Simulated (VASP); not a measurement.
A run of VASP 6.6.1 is set up as follows.

INCAR

```
PREC     = Accurate       # precision mode
ENCUT    = 600            # plane-wave cutoff, eV
EDIFF    = 1E-7           # SCF threshold, eV
ISMEAR   = -1             # smearing method
SIGMA    = 0.1            # smearing width, eV
LREAL    = F              # projectors in reciprocal space
LASPH    = T              # aspherical terms in the spheres
NELM     = 100            # most SCF steps
ALGO     = Normal         # electronic algorithm
ISIF     = 3              # what is computed and relaxed
LWAVE    = F              # write WAVECAR
LCHARG   = F              # write CHGCAR
GGA      = CA             # functional
IBRION   = 2              # ionic algorithm
NSW      = 80             # ionic steps
EDIFFG   = -0.02          # ionic threshold
PSTRESS  = 60.0
```

KPOINTS

```
Automatic mesh
0
Gamma
  10 10 10
```

POSCAR

```
ZrC
1.0
    0.0000000000      2.3650000000      2.3650000000
    2.3650000000      0.0000000000      2.3650000000
    2.3650000000      2.3650000000      0.0000000000
Zr C
1 1
Direct
    0.5000000000      0.5000000000      0.5000000000
    0.0000000000      0.0000000000      0.0000000000
```

Potentials or basis: VASP PAW LDA potentials, release 64 (Zr_sv, C).

Command:

```sh
$ cat potpaw_LDA.64/Zr_sv/POTCAR potpaw_LDA.64/C/POTCAR > POTCAR
$ mpirun -np 1 vasp_std > vasp.out
```

Question: Predict the relaxed volume.

Answer: 12.25 Å³/atom.

Question: Estimate the band gap on the k mesh.

Answer: Zero (band 8 reaches 11.09 eV, above the bottom of band 9 at 9.82 eV).

Question: Estimate the space group after relaxing (to 0.05 Å).

Answer: Fm-3m (No. 225).

Question: Estimate the relaxed cell.

Answer: a = 3.260 Å, b = 3.260 Å, c = 3.260 Å, α = 60.00°, β = 60.00°, γ = 60.00°.

Final structure:
```
CELL_PARAMETERS angstrom
0.00000 2.30503 2.30503
2.30503 0.00000 2.30503
2.30503 2.30503 0.00000
ATOMIC_POSITIONS crystal
Zr 0.50000 0.50000 0.50000
C 0.00000 0.00000 0.00000
```

Caveat: the cell is relaxed towards a set pressure, so the enthalpy falls and the energy may rise. LDA usually gives volumes a few per cent too small.
